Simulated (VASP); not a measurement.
# CdSe (F-43m) in VASP: notebook

The runs below take CdSe through single point, with PBEsol.

Program: VASP 6.6.1. These are calculated values, not measurements. Logs are shortened: lines on timing, memory, paths and dates and some standing lists are left out, and cuts for length are marked.

## (1) The cell of the first run

It takes space group F-43m (No. 216, cubic). The conventional cell has a = 5.884 Å, b = 5.884 Å, c = 5.884 Å, α = 90.00°, β = 90.00°, γ = 90.00°. Within 3.4 Å of Cd (site symmetry -43m) lie 4 Se at 2.55 Å. Within 3.4 Å of Se (site symmetry -43m) lie 4 Cd at 2.55 Å.

## (2) Single point, PBEsol

Input file INCAR:

```
PREC = Accurate
ENCUT = 520
EDIFF = 1E-7
ISMEAR = 0
SIGMA = 0.01
LREAL = False
LASPH = True
NELM = 100
ALGO = Normal
ISIF = 2
LWAVE = False
LCHARG = False
GGA = PS
NBANDS = 16
```

Input file KPOINTS:

```
regular mesh
0
Gamma
  6 6 6
```

Input file POSCAR:

```
CdSe
1.0
    0.0000000000      2.9421916788      2.9421916788
    2.9421916788      0.0000000000      2.9421916788
    2.9421916788      2.9421916788      0.0000000000
Cd Se
1 1
Direct
    0.0000000000      0.0000000000      0.0000000000
    0.7500000000      0.7500000000      0.7500000000
```

Potentials or basis: VASP PAW PBE potentials, release 64 (Cd, Se).

Launch:

```bash
$ cat potpaw_PBE.64/Cd/POTCAR potpaw_PBE.64/Se/POTCAR > POTCAR
$ mpirun -np 1 vasp_std > vasp.out
```

OUTCAR:

```text
PREC = Accurate
   ENCUT = 520
   EDIFF = 1E-7
   ISMEAR = 0
   LREAL = False
   LASPH = True
   NELM = 100
   ISIF = 2
   GGA = PS

 ion  position               nearest neighbor table
   1  0.000  0.000  0.000-   2 2.55   2 2.55   2 2.55   2 2.55
   2  0.750  0.750  0.750-   1 2.55   1 2.55   1 2.55   1 2.55

  LATTYP: Found a face centered cubic cell.
 ALAT       =     5.8843833576

  Lattice vectors:

 A1 = (   0.0000000000,   2.9421916788,   2.9421916788)
 A2 = (   2.9421916788,   0.0000000000,   2.9421916788)
 A3 = (   2.9421916788,   2.9421916788,   0.0000000000)

Analysis of symmetry for initial positions (statically):
=====================================================================
 Subroutine PRICEL returns:
 Original cell was already a primitive cell.

 Routine SETGRP: Setting up the symmetry group for a
 face centered cubic supercell.

 Subroutine GETGRP returns: Found 24 space group operations
 (whereof 24 operations were pure point group operations)
 out of a pool of 48 trial point group operations.

The static configuration has the point symmetry T_d .

Analysis of symmetry for dynamics (positions and initial velocities):
=====================================================================
 Subroutine PRICEL returns:
 Original cell was already a primitive cell.

 Routine SETGRP: Setting up the symmetry group for a
 face centered cubic supercell.

 Subroutine GETGRP returns: Found 24 space group operations
 (whereof 24 operations were pure point group operations)
 out of a pool of 48 trial point group operations.

The dynamic configuration has the point symmetry T_d .

 Subroutine INISYM returns: Found 24 space group operations
 (whereof 24 operations are pure point group operations),
 and found     1 'primitive' translations

----------------------------------------------------------------------------------------

                                     Primitive cell

  volume of cell :      50.9381

  direct lattice vectors                    reciprocal lattice vectors
     0.000000000  2.942191679  2.942191679    -0.169941341  0.169941341  0.169941341
     2.942191679  0.000000000  2.942191679     0.169941341 -0.169941341  0.169941341
     2.942191679  2.942191679  0.000000000     0.169941341  0.169941341 -0.169941341

  length of vectors
     4.160887375  4.160887375  4.160887375     0.294347037  0.294347037  0.294347037

  position of ions in fractional coordinates (direct lattice)
     0.000000000  0.000000000  0.000000000
     0.750000000  0.750000000  0.750000000

  ion indices of the primitive-cell ions
   primitive index   ion index
                 1           1
                 2           2

----------------------------------------------------------------------------------------

 KPOINTS: regular mesh

Automatic generation of k-mesh.
 Grid dimensions read from file:
 generate k-points for:    6    6    6

 Generating k-lattice:

  Cartesian coordinates                     Fractional coordinates (reciprocal lattice)
    -0.028323557  0.028323557  0.028323557     0.166666667  0.000000000  0.000000000
     0.028323557 -0.028323557  0.028323557     0.000000000  0.166666667  0.000000000
     0.028323557  0.028323557 -0.028323557     0.000000000  0.000000000  0.166666667

  Length of vectors
     0.049057840  0.049057840  0.049057840

  Shift w.r.t. Gamma in fractional coordinates (k-lattice)
     0.000000000  0.000000000  0.000000000

 Subroutine IBZKPT returns following result:
 ===========================================

 Found     16 irreducible k-points:

 Following reciprocal coordinates:
            Coordinates               Weight
  0.000000  0.000000  0.000000      1.000000
  0.166667  0.000000  0.000000      8.000000
  0.333333  0.000000  0.000000      8.000000
  0.500000  0.000000  0.000000      4.000000
  0.166667  0.166667  0.000000      6.000000
  0.333333  0.166667  0.000000     24.000000
[... 8 lines left out ...]
 -0.333333  0.333333  0.166667     24.000000
 -0.333333  0.500000  0.166667     12.000000
   k-points           NKPTS =     16   k-points in BZ     NKDIM =     16   number of bands    NBANDS=     16
   number of dos      NEDOS =    301   number of ions     NIONS =      2
   total plane-waves  NPLWV =  32768
   dimension x,y,z NGX =    32 NGY =   32 NGZ =   32
   dimension x,y,z NGXF=    64 NGYF=   64 NGZF=   64
   ions per type =               1   1
   NGX,Y,Z   is equivalent  to a cutoff of  12.79, 12.79, 12.79 a.u.
   NGXF,Y,Z  is equivalent  to a cutoff of  25.57, 25.57, 25.57 a.u.
 SYSTEM =  unknown system
   PREC   = accura    normal or accurate (medium, high low for compatibility)
   ISTART =      0    job   : 0-new  1-cont  2-samecut
   ICHARG =      2    charge: 1-file 2-atom 10-const
   ISPIN  =      1    spin polarized calculation?
   LNONCOLLINEAR =      F non collinear calculations
   LSORBIT =      F    spin-orbit coupling
   LASPH  =      T    aspherical Exc in radial PAW
   ENCUT  =  520.0 eV  38.22 Ry    6.18 a.u.   7.74  7.74  7.74*2*pi/ulx,y,z
   NELM   =    100;   NELMIN=  2; NELMDL= -5     # of ELM steps
   EDIFF  = 0.1E-06   stopping-criterion for ELM
   LREAL  =      F    real-space projection
   EDIFFG = 0.1E-05   stopping-criterion for IOM
   NSW    =      0    number of steps for IOM
   IBRION =     -1    ionic relax: 0-MD 1-quasi-New 2-CG
   NFREE  =      0    steps in history (QN), initial steepest desc. (CG)
   ISIF   =      2    stress and relaxation
   ISYM   =      2    0-nonsym 1-usesym 2-fastsym
   POTIM  = 0.5000    time-step for ionic-motion
   TEBEG  =    0.0;   TEEND  =   0.0 temperature during run
   PSTRESS=    0.0 pullay stress
   NELECT =      18.0000    total number of electrons
   NUPDOWN=      -1.0000    fix difference up-down
   EMIN   =  10.00;   EMAX   =-10.00  energy-range for DOS
   EFERMI =   0.00;   METHOD = LEGACY
   ISMEAR =     0;   SIGMA  =   0.01  broadening in eV -4-tet -1-fermi 0-gaus
   EFERMI_NEDOS =   21; number of points for ismear=-14 and -15
   IALGO  =     38    algorithm
   IMIX   =      4    mixing-type and parameters
     AMIX     =   0.40;   BMIX     =  1.00
     AMIX_MAG =   1.60;   BMIX_MAG =  1.00
  volume/ion in A,a.u.               =      25.47       171.87
  Fermi-wavevector in a.u.,A,eV,Ry     =   1.157403  2.187175 18.226124  1.339582
  Thomas-Fermi vector in A             =   2.294015
   LORBIT       =      0    0 simple, 1 ext, 2 COOP (PROOUT), +10 PAW based schemes
   GGA     = PS    functional components
   LHFCALC =     F    Hartree Fock is set to
   AEXX    =    0.0000 exact exchange contribution
   IVDW    =     0    specifies the selected vdW correction
   LEPSILON=     F    determine dielectric tensor
   LRPA    =     F    only Hartree local field effects (RPA)
 non-spin polarized calculation
 Gauss-broadening in eV      SIGMA  =   0.01
  energy-cutoff  :      520.00
  volume of cell :       50.94
 maximum number of plane-waves:      1384
   NGX = 15   NGY = 15   NGZ = 15

 number of electron      18.0000005 magnetization

 Free energy of the ion-electron system (eV)
  ---------------------------------------------------
  ext. energy  EPLUGINS =         0.00000000
  ---------------------------------------------------
  free energy    TOTEN  =        -6.05984023 eV

  energy without entropy =       -6.05984023  energy(sigma->0) =       -6.05984023

 E-fermi :   1.7171     XC(G=0):  -9.5587

 val. band max:        1.6649459373   @ k =   0.0000   0.0000   0.0000
 cond. band min:       2.3392772448   @ k =   0.0000   0.0000   0.0000
 fundamental gap:      0.6743313075
 Fermi energy:         1.7171364887

 k-point     1 :       0.0000    0.0000    0.0000
  band No.  band energies     occupation
      1     -11.5796      2.00000
      2      -6.6588      2.00000
      3      -6.6588      2.00000
      4      -6.6588      2.00000
      5      -6.1581      2.00000
      6      -6.1581      2.00000
[... 8 lines left out ...]
     15      12.9516      0.00000
     16      12.9516      0.00000

 k-point     2 :       0.1667    0.0000    0.0000
  band No.  band energies     occupation
      1     -11.4625      2.00000
      2      -6.6208      2.00000
      3      -6.6208      2.00000
      4      -6.5642      2.00000
      5      -6.1599      2.00000
      6      -6.1599      2.00000
[... 8 lines left out ...]
     15      11.8239      0.00000
     16      12.2259      0.00000

 k-point     3 :       0.3333    0.0000    0.0000
  band No.  band energies     occupation
      1     -11.2232      2.00000
      2      -6.5579      2.00000
      3      -6.5579      2.00000
      4      -6.1948      2.00000
      5      -6.1454      2.00000
      6      -6.1454      2.00000
[... 8 lines left out ...]
     15      12.3334      0.00000
     16      12.3334      0.00000

 k-point     4 :       0.5000    0.0000    0.0000
  band No.  band energies     occupation
      1     -11.1020      2.00000
      2      -6.5356      2.00000
      3      -6.5356      2.00000
      4      -6.1263      2.00000
      5      -6.1263      2.00000
      6      -5.7821      2.00000
[... 8 lines left out ...]
     15      14.0704      0.00000
     16      14.0704      0.00000
[... 172 lines left out ...]
 k-point    14 :       0.5000    0.3333    0.1667
  band No.  band energies     occupation
      1     -11.0687      2.00000
      2      -6.4685      2.00000
      3      -6.4603      2.00000
      4      -6.2653      2.00000
      5      -6.1242      2.00000
      6      -5.8820      2.00000
[... 8 lines left out ...]
     15      14.1842      0.00000
     16      15.1131      0.00000

 k-point    15 :      -0.3333    0.3333    0.1667
  band No.  band energies     occupation
      1     -10.9910      2.00000
      2      -6.4635      2.00000
      3      -6.4212      2.00000
      4      -6.2050      2.00000
      5      -6.1473      2.00000
      6      -5.6013      2.00000
[... 8 lines left out ...]
     15      13.8098      0.00000
     16      15.0925      0.00000

 k-point    16 :      -0.3333    0.5000    0.1667
  band No.  band energies     occupation
      1     -10.9532      2.00000
      2      -6.4320      2.00000
      3      -6.3789      2.00000
      4      -6.2470      2.00000
      5      -6.1237      2.00000
      6      -5.5648      2.00000
[... 8 lines left out ...]
     15      14.7891      0.00000
     16      14.9980      0.00000

------------------------ aborting loop because EDIFF is reached ----------------------------------------

  FORCE on cell =-STRESS in cart. coord.  units (eV):
  Direction    XX          YY          ZZ          XY          YZ          ZX
  --------------------------------------------------------------------------------------
  -------------------------------------------------------------------------------------
  Total        2.2391035      2.2391035      2.2391035      0.0000000     -0.0000000      0.0000000
  in kB       70.4274346     70.4274346     70.4274346      0.0000000     -0.0000000      0.0000000
  external PRESSURE =      70.4274346 kB  Pullay stress =       0.0000000 kB

 VOLUME and BASIS-vectors are now :
 -----------------------------------------------------------------------------
  energy-cutoff  :      520.00
  volume of cell :       50.94
      direct lattice vectors                 reciprocal lattice vectors
     0.000000000  2.942191679  2.942191679    -0.169941341  0.169941341  0.169941341
     2.942191679  0.000000000  2.942191679     0.169941341 -0.169941341  0.169941341
     2.942191679  2.942191679  0.000000000     0.169941341  0.169941341 -0.169941341

 POSITION                                       TOTAL-FORCE (eV/Angst)
 -----------------------------------------------------------------------------------
      0.00000      0.00000      0.00000        -0.000000     -0.000000     -0.000000
      4.41329      4.41329      4.41329         0.000000      0.000000      0.000000
 -----------------------------------------------------------------------------------
    total drift:                                0.000000      0.000000      0.000000

  FREE ENERGIE OF THE ION-ELECTRON SYSTEM (eV)
  ---------------------------------------------------
  free  energy   TOTEN  =        -6.0598402291 eV

  energy  without entropy=       -6.0598402291  energy(sigma->0) =       -6.05984023
```

Wall time 19 s (1 thread of AMD EPYC 7R13 (Zen 3), shared host); peak memory 0.15 GiB.

What came out:

```yaml
Free_energy: -6.0598 eV
Pressure: 7.0 GPa
Band_gap_on_the_k_mesh: 0.67 eV, direct
```

Caveat: the PAW data sets were made with another functional, which shifts forces and pressure a little.

## (3) Single point, PBEsol

This run uses another cell than the first one, of 26.63 Å³/atom, 1.045 times its volume.

Input file INCAR:

```
PREC = Accurate
ENCUT = 520
EDIFF = 1E-7
ISMEAR = 0
SIGMA = 0.01
LREAL = F
LASPH = T
NELM = 80
ALGO = Normal
ISIF = 2
LWAVE = F
LCHARG = F
GGA = PS
NBANDS = 16
```

KPOINTS is that of step 2.

Input file POSCAR:

```
CdSe
1.0
    0.0000000000      2.9861114626      2.9861114626
    2.9861114626      0.0000000000      2.9861114626
    2.9861114626      2.9861114626      0.0000000000
Cd Se
1 1
Direct
    0.0000000000      0.0000000000      0.0000000000
    0.7500000000      0.7500000000      0.7500000000
```

Potentials or basis: VASP PAW PBE potentials, release 64 (Cd, Se).

Launch:

```bash
$ cat potpaw_PBE.64/Cd/POTCAR potpaw_PBE.64/Se/POTCAR > POTCAR
$ mpirun -np 1 vasp_std > vasp.out
```

Wall time 29 s (1 thread of AMD EPYC 7R13 (Zen 3), shared host); peak memory 0.15 GiB.

It converged, with:

* Free energy: -6.1364 eV
* Pressure: 3.7 GPa
* Band gap on the k mesh: 0.59 eV, direct

Levels at points of the mesh, in eV from the valence-band top:
```csv
k point,band 7,band 8,band 9,band 10,band 11,band 12
"(0.00, 0.00, 0.00)",0.00,0.00,0.00,0.59,5.84,5.84
"(0.50, 0.00, 0.00)",-4.79,-0.84,-0.84,2.35,6.36,6.36
"(0.50, 0.50, 0.00)",-4.39,-2.08,-2.08,2.89,3.71,9.25
```

Caveat: the PAW data sets were made with another functional, which shifts forces and pressure a little.

(Part 1 of 2 ends here.)
